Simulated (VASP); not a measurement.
## WS: single point with r2SCAN+U

Crystal: WS.

```
W S
1.0
     0.00000    2.87835    2.87835
     2.87835    0.00000    2.87835
     2.87835    2.87835    0.00000
W S
1 1
Direct
  0.00000 0.00000 0.00000
  0.25000 0.25000 0.25000
```

```json
{
  "Program": "VASP 6.6.1",
  "Task": "single point",
  "Functional": "r2SCAN",
  "Potentials or basis": "VASP PAW PBE potentials, release 64 (W_sv, S)",
  "Cutoff": "520 eV",
  "k mesh": "12 × 12 × 12",
  "Occupations": "gaussian, width 0.1 eV",
  "Spin": "no spin polarisation",
  "Hubbard terms": "W d U = 6.2 eV"
}
```

```
Pressure               : -2.4 GPa
Band gap on the k mesh : zero (bands 10 and 11 overlap by 0.01 eV)
```

Levels at points of the mesh, in eV from the Fermi level:
```tsv
k point	band 7	band 8	band 9	band 10	band 11	band 12	band 13	band 14
(0.00, 0.00, 0.00)	-4.20	-4.20	-1.06	-1.06	0.67	5.82	5.83	5.83
(0.50, 0.00, 0.00)	-4.22	-4.22	-0.36	-0.36	1.79	3.74	3.90	3.90
(0.50, 0.50, 0.00)	-3.78	-3.78	-0.70	-0.20	-0.04	3.36	3.36	6.99
```

Eigenvalues of the final occupation matrices:
| site | spin | trace | eigenvalues |
| --- | --- | --- | --- |
| site 1 d | 1 | 1.74 | 0.11 0.11 0.11 0.71 0.71 |
| site 1 d | 2 | 1.74 | 0.11 0.11 0.11 0.71 0.71 |

It took 2.1 min on 1 thread of Intel(R) Xeon(R) 6975P-C (Granite Rapids), on a shared host, peak memory 0.2 GiB.

Caveat: the PAW data sets were made with another functional, which shifts forces and pressure a little; spin-orbit coupling is left out, which moves the levels of the heavy elements; U without spin polarisation on a metal has little footing.
